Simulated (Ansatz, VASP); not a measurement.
Two plane-wave programs on PtSe2

```
Pt Se
1.0
     3.29396    0.00000    0.00000
     0.00000    3.29396    0.00000
     0.00000    0.00000    5.76366
Pt Se
1 2
Direct
  0.50000 0.50000 0.00000
  0.00000 0.00000 0.26306
  0.00000 0.00000 0.73694
```

Alike in both runs: functional PBE; k mesh 14 × 14 × 8; occupations gaussian, width 0.1 eV; no spin polarisation.

Ansatz relaxed the structure, and its values are those at the end. VASP's run is a single point on that final structure, the one shown.

```csv
,VASP,Ansatz
version,VASP 6.6.1,Ansatz 0.2.0
potentials or method,"VASP PAW PBE potentials, release 64 (Pt, Se), cutoff 520 eV","scalar-relativistic, plane waves, PAW"
valence electrons in the cell,22,50
```

|  | VASP | Ansatz | Ansatz less VASP |
| --- | --- | --- | --- |
| gap on the k mesh at the Fermi level (eV) | none | none | - |
| pressure (GPa) | -0.1 | 0.0 | +0.06 |

A gap of «none» marks a metal or a gap that the smearing closes. VASP's potentials hold 22 valence electrons a cell and Ansatz's 50, so a difference there can come from the potentials and not from the codes.

Neither program's run includes spin-orbit coupling.
